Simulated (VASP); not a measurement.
A run of VASP 6.6.1 is set up as follows.

File INCAR:

```
PREC     = Accurate       # precision mode
ENCUT    = 520            # plane-wave cutoff, eV
EDIFF    = 1E-6           # SCF threshold, eV
ISMEAR   = 0              # smearing method
SIGMA    = 0.15           # smearing width, eV
LREAL    = F              # projectors in reciprocal space
LASPH    = T              # aspherical terms in the spheres
NELM     = 80             # most SCF steps
ALGO     = Fast           # electronic algorithm
ISIF     = 2              # what is computed and relaxed
LWAVE    = F              # write WAVECAR
LCHARG   = F              # write CHGCAR
GGA      = PE             # functional
IVDW     = 13             # dispersion correction
NBANDS   = 17             # bands
```

The input KPOINTS:

```
Automatic mesh
0
Gamma
  18 18 12
```

Contents of POSCAR:

```
Pt
1.0
    0.0000000000     -1.9579000000     -1.9579000000
    0.0000000000      1.9579000000     -1.9579000000
    3.9158000000      0.0000000000      0.0000000000
Pt
2
Direct
    0.5095765872      0.5095765872      0.5000000000
   -0.0095765872     -0.0095765872      0.0000000000
```

Potentials or basis: VASP PAW PBE potentials, release 64 (Pt).

The run is started by

```sh
$ cat potpaw_PBE.64/Pt/POTCAR > POTCAR
$ mpirun -np 1 vasp_std > vasp.out
```

(1) What does it give for the band gap on the k mesh?

(2) What does it give for the largest force?

## Answers

(1) zero (bands 10 and 11 overlap by 1.54 eV).

(2) 0.477 eV/Å.

Caveat: spin-orbit coupling is left out, which moves the levels of the heavy elements.
